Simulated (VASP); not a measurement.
Write the native input for VASP 6.6.1 that does the following.

| Item | Value |
| --- | --- |
| Task | single point |
| Functional | PBEsol |
| Potentials or basis | VASP PAW PBE potentials, release 64 (H, Ag, Na_pv) |
| Cutoff | 400 eV |
| k mesh | 2 × 2 × 2, shifted |
| Occupations | fermi-dirac, width 0.05 eV |
| Spin | collinear spin |
| Starting moments | [0.125, 0.125, 0.125, 0.125, 0.125, 0.125, 0.125, 0.125, 0.125, 0.125, 0.125, 0.125, 0.125, 0.125, 0.125, 0.125] μB |
| Dipole correction | no |
| Further INCAR settings | ALGO = Normal; EDIFF = 1e-06; NBANDS = 55 |

The structure of Na8AgH7 (a cell with a defect) lies in POSCAR:

```
Na8AgH7
1.0
    9.5855340000      0.0000000000      0.0000000000
    0.0000000000      4.7927670000      0.0000000000
    0.0000000000      0.0000000000      4.7927670000
H Ag Na
7 1 8
Direct
    0.2422670000      0.0104710000      0.9625990000
    0.7589380000      0.0108520000      0.9724060000
    0.9955010000      0.5393680000      0.0032520000
    0.9872030000      0.0135000000      0.4932980000
    0.5087180000      0.9803430000      0.5312700000
    0.2378110000      0.5062110000      0.4802150000
    0.7565620000      0.5371010000      0.4975550000
    0.5075720000      0.5227030000      0.0287320000
    0.0113860000      0.0002470000      0.9979990000
    0.4850070000      0.0307480000      0.9620590000
    0.2665830000      0.4799670000      0.0153390000
    0.7444920000      0.4961630000      0.0009610000
    0.2569150000      0.0430220000      0.5133030000
    0.7418830000      0.9896670000      0.5091230000
    0.0155840000      0.5081300000      0.5045280000
    0.4871840000      0.4690860000      0.5388580000
```

These files were run (other wordings do the same):

INCAR

```
PREC = Accurate ; ENCUT = 400
EDIFF = 1E-6 ; ISMEAR = -1
SIGMA = 0.05 ; LREAL = F
LASPH = T ; NELM = 200
ALGO = Normal ; ISIF = 2
LWAVE = F ; LCHARG = T
ISPIN = 2 ; MAGMOM = 0.125 0.125 0.125 0.125 0.125 0.125 0.125 0.125 0.125 0.125 0.125 0.125 0.125 0.125 0.125 0.125
LORBIT = 11 ; LMAXMIX = 4
GGA = PS ; LELF = T
LVHAR = T ; NBANDS = 55
GGA_COMPAT = F
```

KPOINTS

```
Automatic mesh
0
Gamma
  2 2 2
  0.5 0.5 0.5
```

Potentials or basis: VASP PAW PBE potentials, release 64 (H, Ag, Na_pv).

Command:

```bash
$ cat potpaw_PBE.64/H/POTCAR potpaw_PBE.64/Ag/POTCAR potpaw_PBE.64/Na_pv/POTCAR > POTCAR
$ mpirun -np 1 vasp_std > vasp.out
```

It gave:

* Pressure: 7.4 GPa
* Largest force: 3.009 eV/Å
* Band gap on the k mesh: 2.90 eV
* Net moment: 0.00 μB per cell
* Valence electrons inside the program's atomic spheres: H 0.51, 0.49, 0.50 (each value once); Ag 10.17; Na 6.06, 6.15, 6.12, 6.11, 6.14 (each value once)

Caveat: the k points lie up to 0.66 Å⁻¹ apart; the PAW data sets were made with another functional, which shifts forces and pressure a little.

It took 62 s on 1 thread of Intel(R) Xeon(R) Platinum 8488C (Sapphire Rapids), on a shared host, peak memory 0.3 GiB.
